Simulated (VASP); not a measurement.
Input of a VASP 6.6.1 run:

File INCAR:

```
SYSTEM = Si2Ni
PREC = Accurate
ENCUT = 520
EDIFF = 1E-6
ISMEAR = 0
SIGMA = 0.1
LREAL = .FALSE.
LASPH = .TRUE.
NELM = 100
ALGO = Normal
ISIF = 2
LWAVE = .FALSE.
LCHARG = .TRUE.
GGA = PE
LELF = .TRUE.
LVHAR = .TRUE.
NBANDS = 27
```

The input KPOINTS:

```
regular mesh
0
G
  10 10 8
  0 0 0
```

File POSCAR:

```
Si2Ni
1.0
    2.7778623401      2.7778623401      0.0000000000
   -2.7778623401      2.7778623401      0.0000000000
    0.0000000000      0.0000000000      5.2911813672
Si Ni
4 2
Direct
    0.0000000000      0.5000000000      0.7500000000
    0.5000000000      0.0000000000      0.7500000000
    0.5000000000      0.0000000000      0.2500000000
    0.0000000000      0.5000000000      0.2500000000
    0.0000000000      0.0000000000      0.0000000000
    0.5000000000      0.5000000000      0.5000000000
```

Potentials or basis: VASP PAW PBE potentials, release 64 (Si, Ni).

Command:

```sh
$ cat potpaw_PBE.64/Si/POTCAR potpaw_PBE.64/Ni/POTCAR > POTCAR
$ mpirun -np 1 vasp_std > vasp.out
```

(1) Estimate the pressure.

(2) Predict the band gap on the k mesh.

Answers

(1) -1.7 GPa.

(2) zero (band 18 reaches 11.22 eV, above the bottom of band 19 at 9.31 eV).
